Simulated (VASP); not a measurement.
# TeRh (P6_3/mmc) in VASP: single point with LDA

Aim: the single point of TeRh with LDA.

Program: VASP 6.6.1. These are calculated values, not measurements. Logs are shortened: lines on timing, memory, paths and dates and some standing lists are left out, and cuts for length are marked.

### Step 1. The cell of the first run

It takes space group P6_3/mmc (No. 194, hexagonal). Conventional cell: a = 3.790 Å, b = 3.790 Å, c = 5.377 Å, α = 90.00°, β = 90.00°, γ = 120.00°. Te (site symmetry -6m2) has 6 Rh at 2.57 Å within 3.4 Å. Within 3.4 Å of Rh (site symmetry -3m) lie 6 Te at 2.57 Å and 2 Rh at 2.69 Å.

### Step 2. Single point, LDA (strain -0.050 along x and y, -0.050 along z)

File INCAR:

```
SYSTEM = TeRh
PREC = Accurate ; ENCUT = 520
EDIFF = 1E-6 ; ISMEAR = 0
SIGMA = 0.15 ; LREAL = .False.
LASPH = .True. ; NELM = 80
ALGO = Normal ; ISIF = 2
LWAVE = .False. ; LCHARG = .True.
LELF = .True. ; LVHAR = .True.
NBANDS = 29
```

File KPOINTS:

```
Automatic mesh
0
Gamma
  15 15 8
  0 0 0
```

File POSCAR:

```
TeRh
1.0
    3.7904994401      0.0000000000      0.0000000000
   -1.8952497200      3.2826688081      0.0000000000
    0.0000000000      0.0000000000      5.3770000000
Te Rh
2 2
Direct
    0.3333333333      0.6666666667      0.2500000000
    0.6666666667      0.3333333333      0.7500000000
    0.0000000000      0.0000000000      0.0000000000
    0.0000000000      0.0000000000      0.5000000000
```

Potentials or basis: VASP PAW LDA potentials, release 64 (Te, Rh_pv).

Started as:

```
$ cat potpaw_LDA.64/Te/POTCAR potpaw_LDA.64/Rh_pv/POTCAR > POTCAR
$ mpirun -np 1 vasp_std > vasp.out
```

OUTCAR:

```text
SYSTEM = TeRh
   PREC = Accurate
   ENCUT = 520
   EDIFF = 1E-6
   ISMEAR = 0
   LREAL = .False.
   LASPH = .True.
   NELM = 80
   ISIF = 2

 ion  position               nearest neighbor table
   1  0.333  0.667  0.250-   3 2.57   4 2.57   3 2.57   4 2.57   3 2.57   4 2.57   2 3.47   2 3.47
                             2 3.47   2 3.47   2 3.47   2 3.47
   2  0.667  0.333  0.750-   3 2.57   4 2.57   3 2.57   4 2.57   3 2.57   4 2.57   1 3.47   1 3.47
                             1 3.47   1 3.47   1 3.47   1 3.47
   3  0.000  0.000  0.000-   1 2.57   2 2.57   1 2.57   2 2.57   2 2.57   1 2.57   4 2.69   4 2.69

   4  0.000  0.000  0.500-   1 2.57   2 2.57   1 2.57   2 2.57   2 2.57   1 2.57   3 2.69   3 2.69

  LATTYP: Found a hexagonal cell.
 ALAT       =     3.7904994401
 C/A-ratio  =     1.4185465755

  Lattice vectors:

 A1 = (   3.7904994401,   0.0000000000,   0.0000000000)
 A2 = (  -1.8952497200,   3.2826688081,   0.0000000000)
 A3 = (   0.0000000000,   0.0000000000,   5.3770000000)

Analysis of symmetry for initial positions (statically):
=====================================================================
 Subroutine PRICEL returns:
 Original cell was already a primitive cell.

 Routine SETGRP: Setting up the symmetry group for a
 hexagonal supercell.

 Subroutine GETGRP returns: Found 24 space group operations
 (whereof 12 operations were pure point group operations)
 out of a pool of 24 trial point group operations.

The static configuration has the point symmetry D_3d.
 The point group associated with its full space group is D_6h.

Analysis of symmetry for dynamics (positions and initial velocities):
=====================================================================
 Subroutine PRICEL returns:
 Original cell was already a primitive cell.

 Routine SETGRP: Setting up the symmetry group for a
 hexagonal supercell.

 Subroutine GETGRP returns: Found 24 space group operations
 (whereof 12 operations were pure point group operations)
 out of a pool of 24 trial point group operations.

The dynamic configuration has the point symmetry D_3d.
 The point group associated with its full space group is D_6h.

 Subroutine INISYM returns: Found 24 space group operations
 (whereof 12 operations are pure point group operations),
 and found     1 'primitive' translations

----------------------------------------------------------------------------------------

                                     Primitive cell

  volume of cell :      66.9058

  direct lattice vectors                    reciprocal lattice vectors
     3.790499440  0.000000000  0.000000000     0.263817477  0.152315092  0.000000000
    -1.895249720  3.282668808  0.000000000     0.000000000  0.304630183  0.000000000
     0.000000000  0.000000000  5.377000000     0.000000000  0.000000000  0.185977311

  length of vectors
     3.790499440  3.790499440  5.377000000     0.304630183  0.304630183  0.185977311

  position of ions in fractional coordinates (direct lattice)
     0.333333333  0.666666667  0.250000000
     0.666666667  0.333333333  0.750000000
     0.000000000  0.000000000  0.000000000
     0.000000000  0.000000000  0.500000000

  ion indices of the primitive-cell ions
   primitive index   ion index
                 1           1
                 2           2
                 3           3
                 4           4

----------------------------------------------------------------------------------------

 KPOINTS: Automatic mesh

Automatic generation of k-mesh.
 Grid dimensions read from file:
 generate k-points for:   15   15    8

 Generating k-lattice:

  Cartesian coordinates                     Fractional coordinates (reciprocal lattice)
     0.017587832  0.010154339  0.000000000     0.066666667  0.000000000  0.000000000
     0.000000000  0.020308679  0.000000000     0.000000000  0.066666667  0.000000000
     0.000000000  0.000000000  0.023247164     0.000000000  0.000000000  0.125000000

  Length of vectors
     0.020308679  0.020308679  0.023247164

  Shift w.r.t. Gamma in fractional coordinates (k-lattice)
     0.000000000  0.000000000  0.000000000

 Subroutine IBZKPT returns following result:
 ===========================================

 Found    135 irreducible k-points:

 Following reciprocal coordinates:
            Coordinates               Weight
  0.000000  0.000000  0.000000      1.000000
  0.066667  0.000000  0.000000      6.000000
  0.133333  0.000000  0.000000      6.000000
  0.200000 -0.000000  0.000000      6.000000
  0.266667  0.000000  0.000000      6.000000
  0.333333  0.000000  0.000000      6.000000
[... 16 lines left out ...]
  0.333333  0.200000  0.000000     12.000000
  0.400000  0.200000  0.000000      6.000000
 [... further k-points ...]
   k-points           NKPTS =    135   k-points in BZ     NKDIM =    135   number of bands    NBANDS=     29
   number of dos      NEDOS =    301   number of ions     NIONS =      4
   total plane-waves  NPLWV =  31360
   dimension x,y,z NGX =    28 NGY =   28 NGZ =   40
   dimension x,y,z NGXF=    56 NGYF=   56 NGZF=   80
   ions per type =               2   2
   NGX,Y,Z   is equivalent  to a cutoff of  12.28, 12.28, 12.37 a.u.
   NGXF,Y,Z  is equivalent  to a cutoff of  24.56, 24.56, 24.73 a.u.
 SYSTEM =  TeRh
   PREC   = accura    normal or accurate (medium, high low for compatibility)
   ISTART =      0    job   : 0-new  1-cont  2-samecut
   ICHARG =      2    charge: 1-file 2-atom 10-const
   ISPIN  =      1    spin polarized calculation?
   LNONCOLLINEAR =      F non collinear calculations
   LSORBIT =      F    spin-orbit coupling
   LASPH  =      T    aspherical Exc in radial PAW
   ENCUT  =  520.0 eV  38.22 Ry    6.18 a.u.   7.05  7.05 10.00*2*pi/ulx,y,z
   NELM   =     80;   NELMIN=  2; NELMDL= -5     # of ELM steps
   EDIFF  = 0.1E-05   stopping-criterion for ELM
   LREAL  =      F    real-space projection
   EDIFFG = 0.1E-04   stopping-criterion for IOM
   NSW    =      0    number of steps for IOM
   IBRION =     -1    ionic relax: 0-MD 1-quasi-New 2-CG
   NFREE  =      0    steps in history (QN), initial steepest desc. (CG)
   ISIF   =      2    stress and relaxation
   ISYM   =      2    0-nonsym 1-usesym 2-fastsym
   POTIM  = 0.5000    time-step for ionic-motion
   TEBEG  =    0.0;   TEEND  =   0.0 temperature during run
   PSTRESS=    0.0 pullay stress
   NELECT =      42.0000    total number of electrons
   NUPDOWN=      -1.0000    fix difference up-down
   EMIN   =  10.00;   EMAX   =-10.00  energy-range for DOS
   EFERMI =   0.00;   METHOD = LEGACY
   ISMEAR =     0;   SIGMA  =   0.15  broadening in eV -4-tet -1-fermi 0-gaus
   EFERMI_NEDOS =   21; number of points for ismear=-14 and -15
   IALGO  =     38    algorithm
   IMIX   =      4    mixing-type and parameters
     AMIX     =   0.40;   BMIX     =  1.00
     AMIX_MAG =   1.60;   BMIX_MAG =  1.00
  volume/ion in A,a.u.               =      16.73       112.88
  Fermi-wavevector in a.u.,A,eV,Ry     =   1.401748  2.648920 26.734070  1.964899
  Thomas-Fermi vector in A             =   2.524579
   LORBIT       =      0    0 simple, 1 ext, 2 COOP (PROOUT), +10 PAW based schemes
   GGA     = CA    functional components
   LHFCALC =     F    Hartree Fock is set to
   AEXX    =    0.0000 exact exchange contribution
   IVDW    =     0    specifies the selected vdW correction
   LEPSILON=     F    determine dielectric tensor
   LRPA    =     F    only Hartree local field effects (RPA)
 non-spin polarized calculation
 Gauss-broadening in eV      SIGMA  =   0.15
  energy-cutoff  :      520.00
  volume of cell :       66.91
 maximum number of plane-waves:      1816
   NGX = 15   NGY = 15   NGZ = 19

 number of electron      41.9999996 magnetization

 Free energy of the ion-electron system (eV)
  ---------------------------------------------------
  ext. energy  EPLUGINS =         0.00000000
  ---------------------------------------------------
  free energy    TOTEN  =       -25.58324530 eV

  energy without entropy =      -25.56068774  energy(sigma->0) =      -25.57196652

 E-fermi :  13.3195     XC(G=0): -12.7202

 val. band max:       13.3082356865   @ k =   0.4000   0.0667   0.0000
 cond. band min:      13.3344895363   @ k =   0.0667   0.0000   0.2500
 fundamental gap:      0.0262538497
 Fermi energy:        13.3194908671

 k-point     1 :       0.0000    0.0000    0.0000
  band No.  band energies     occupation
      1     -33.6582      2.00000
      2     -33.3903      2.00000
      3     -33.3903      2.00000
      4     -33.3432      2.00000
      5     -33.3432      2.00000
      6     -33.2238      2.00000
[... 21 lines left out ...]
     28      19.4725      0.00000
     29      22.4291      0.00000

 k-point     2 :       0.0667    0.0000    0.0000
  band No.  band energies     occupation
      1     -33.6579      2.00000
      2     -33.3913      2.00000
      3     -33.3906      2.00000
      4     -33.3439      2.00000
      5     -33.3433      2.00000
      6     -33.2236      2.00000
[... 21 lines left out ...]
     28      19.7977      0.00000
     29      21.9888      0.00000

 k-point     3 :       0.1333    0.0000    0.0000
  band No.  band energies     occupation
      1     -33.6571      2.00000
      2     -33.3941      2.00000
      3     -33.3913      2.00000
      4     -33.3459      2.00000
      5     -33.3436      2.00000
      6     -33.2233      2.00000
[... 21 lines left out ...]
     28      20.5979      0.00000
     29      20.8894      0.00000

 k-point     4 :       0.2000   -0.0000    0.0000
  band No.  band energies     occupation
      1     -33.6560      2.00000
      2     -33.3982      2.00000
      3     -33.3924      2.00000
      4     -33.3488      2.00000
      5     -33.3440      2.00000
      6     -33.2228      2.00000
[... 21 lines left out ...]
     28      20.5286      0.00000
     29      20.5727      0.00000

 k-point     5 :       0.2667    0.0000    0.0000
  band No.  band energies     occupation
      1     -33.6547      2.00000
      2     -33.4030      2.00000
      3     -33.3937      2.00000
      4     -33.3521      2.00000
      5     -33.3445      2.00000
      6     -33.2223      2.00000
[... 21 lines left out ...]
     28      19.8015      0.00000
     29      20.7620      0.00000
[... 510 lines left out ...]
     28      20.2677      0.00000
     29      21.1322      0.00000

 k-point    22 :       0.2667    0.2000    0.0000
  band No.  band energies     occupation
      1     -33.6522      2.00000
      2     -33.4088      2.00000
      3     -33.3992      2.00000
      4     -33.3558      2.00000
      5     -33.3479      2.00000
      6     -33.2212      2.00000
[... 21 lines left out ...]
     28      20.8990      0.00000
     29      21.7689      0.00000

 k-point    23 :       0.3333    0.2000    0.0000
  band No.  band energies     occupation
      1     -33.6516      2.00000
      2     -33.4102      2.00000
      3     -33.4007      2.00000
      4     -33.3567      2.00000
      5     -33.3488      2.00000
      6     -33.2210      2.00000
[... 21 lines left out ...]
     28      21.7429      0.00000
     29      22.3843      0.00000

 k-point    24 :       0.4000    0.2000    0.0000
  band No.  band energies     occupation
      1     -33.6514      2.00000
      2     -33.4107      2.00000
      3     -33.4013      2.00000
      4     -33.3569      2.00000
      5     -33.3492      2.00000
      6     -33.2209      2.00000
[... 21 lines left out ...]
     28      22.2350      0.00000
     29      22.6695      0.00000

 [... further k-points ...]
[... 5 lines left out ...]
  --------------------------------------------------------------------------------------
  -------------------------------------------------------------------------------------
  Total       12.1708423     12.1708423     11.8042668      0.0000000      0.0000000     -0.0000000
  in kB      291.4524272    291.4524272    282.6741260      0.0000000      0.0000000     -0.0000000
  external PRESSURE =     288.5263268 kB  Pullay stress =       0.0000000 kB

 VOLUME and BASIS-vectors are now :
 -----------------------------------------------------------------------------
  energy-cutoff  :      520.00
  volume of cell :       66.91
      direct lattice vectors                 reciprocal lattice vectors
     3.790499440  0.000000000  0.000000000     0.263817477  0.152315092  0.000000000
    -1.895249720  3.282668808  0.000000000     0.000000000  0.304630183  0.000000000
     0.000000000  0.000000000  5.377000000     0.000000000  0.000000000  0.185977311

 POSITION                                       TOTAL-FORCE (eV/Angst)
 -----------------------------------------------------------------------------------
     -0.00000      2.18845      1.34425        -0.000000      0.000000      0.000000
      1.89525      1.09422      4.03275         0.000000      0.000000      0.000000
      0.00000      0.00000      0.00000         0.000000      0.000000      0.000000
      0.00000      0.00000      2.68850         0.000000      0.000000      0.000000
 -----------------------------------------------------------------------------------
    total drift:                               -0.000000      0.000000     -0.000000

  FREE ENERGIE OF THE ION-ELECTRON SYSTEM (eV)
  ---------------------------------------------------
  free  energy   TOTEN  =       -25.5832453040 eV

  energy  without entropy=      -25.5606877389  energy(sigma->0) =      -25.57196652
```

Run time: 4.2 min. Hardware: 1 thread of AMD EPYC 7R43 (Zen 3), shared host; peak memory 0.28 GiB.

Results:

```yaml
Free_energy: -25.5832 eV
Pressure: 28.9 GPa
Band_gap_on_the_k_mesh: zero (band 21 reaches 15.32 eV, above the bottom of band 22 at 11.78 eV)
```

Caveat: the cell differs from its parent crystal (strain -0.050 along x and y, -0.050 along z); spin-orbit coupling is left out, which moves the levels of the heavy elements.
